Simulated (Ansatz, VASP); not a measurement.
**Two plane-wave programs on HCl**

POSCAR

```
HCl
1.0
    0.0000000000      2.7375000000      2.6553750000
    2.7375000000      0.0000000000      2.6553750000
    2.7375000000      2.7375000000      0.0000000000
H Cl
1 1
Direct
    0.0000000000      0.0000000000      0.0000000000
    0.5000000000      0.5000000000      0.5000000000
```

Contents of INCAR.step1:

```
ALGO = Normal ; EDIFF = 1E-4
ENCUT = 520 ; GGA = PE
ISMEAR = 0 ; LASPH = True
LCHARG = False ; LREAL = False
LWAVE = True ; NBANDS = 11
NELM = 80 ; PREC = Accurate
SIGMA = 0.15
```

Contents of INCAR.step2:

```
ALGO = Normal ; EDIFF = 1E-6
ENCUT = 520 ; ISIF = 2
ISMEAR = 0 ; ISTART = 1
LASPH = True ; LCHARG = False
LMIXTAU = True ; LREAL = False
LWAVE = False ; METAGGA = R2SCAN
NBANDS = 11 ; NELM = 80
PREC = Accurate ; SIGMA = 0.15
```

The input KPOINTS:

```
k-points
0
Gamma
  16 16 16
```

Input for Ansatz:

```yaml
crystal:
  lattice:
    - [0.0, 2.7375, 2.655375]
    - [2.7375, 0.0, 2.655375]
    - [2.7375, 2.7375, 0.0]
  atoms:
    - { symbol: H, position: [0.0, 0.0, 0.0] }
    - { symbol: Cl, position: [0.5, 0.5, 0.5] }
basis:
  ecutwfc: 500
kpoints:
  mp_grid: { grid: [16, 16, 16] }
hamiltonian:
  xc: r2scan
scf:
  occupations: { method: gaussian, width: 0.15 }
output:
  forces: true
  stress: true
  eigenvalues: true
```

Change from the starting cell: strain +0.000 along x and y, -0.030 along z, atoms carried along.

Alike in both runs: task single point; functional r2SCAN; k mesh 16 × 16 × 16; occupations gaussian, width 0.15 eV; no spin polarisation.

|  | VASP | Ansatz |
| --- | --- | --- |
| version | VASP 6.6.1 | Ansatz 0.2.0 |
| potentials or method | VASP PAW PBE potentials, release 64 (H, Cl), cutoff 520 eV | scalar-relativistic, plane waves, PAW |
| valence electrons in the cell | 8 | 8 |

Ansatz gave:

```
gap on the k mesh at the Fermi level (eV)                     : none
pressure (GPa)                                                : -10.2
traceless stress, the component that is largest in VASP (GPa) : -1.86
```

Question: What did VASP give for the same quantities?

Answer: gap on the k mesh at the Fermi level (eV): none; pressure (GPa): -10.3; traceless stress, the component that is largest in VASP (GPa): -1.86.

VASP's potentials were made for PBE, not for r2SCAN. A gap of «none» marks a metal or a gap that the smearing closes. With one functional, cell and mesh, what is left measures potentials, basis and numerics.
